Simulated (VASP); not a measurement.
Write the native input for VASP 6.6.1 that does the following.

* Task: single point
* Functional: RPBE
* Potentials or basis: VASP PAW PBE potentials, release 64 (Zn)
* Cutoff: 520 eV
* k mesh: 22 × 22 × 22
* Occupations: fermi-dirac, width 0.1 eV
* Spin: no spin polarisation
* Dipole correction: no
* Further INCAR settings: ALGO = Normal; EDIFF = 1e-07; NBANDS = 12

The structure of Zn lies in POSCAR:

```
Zn
1.0
    0.0000000000      1.9953687523      1.9953687523
    1.9953687523      0.0000000000      1.9953687523
    1.9953687523      1.9953687523      0.0000000000
Zn
1
Direct
    0.0000000000      0.0000000000      0.0000000000
```

The input as run:

INCAR

```
PREC = Accurate
ENCUT = 520
EDIFF = 1E-7
ISMEAR = -1
SIGMA = 0.1
LREAL = F
LASPH = T
NELM = 100
ALGO = Normal
ISIF = 2
LWAVE = F
LCHARG = T
GGA = RP
LELF = T
LVHAR = T
NBANDS = 12
```

KPOINTS

```
Automatic mesh
0
Gamma
  22 22 22
```

Potentials or basis: VASP PAW PBE potentials, release 64 (Zn).

The run is started by

```sh
$ cat potpaw_PBE.64/Zn/POTCAR > POTCAR
$ mpirun -np 1 vasp_std > vasp.out
```

Results of the run:

```yaml
Pressure: 0.2 GPa
Band_gap_on_the_k_mesh: zero (band 6 reaches 4.65 eV, above the bottom of band 7 at 1.49 eV)
```

Caveat: the PAW data sets were made with another functional, which shifts forces and pressure a little.

Run time: 70 s on 1 thread of Intel Xeon 8259CL, on a shared host, peak memory 0.18 GiB.
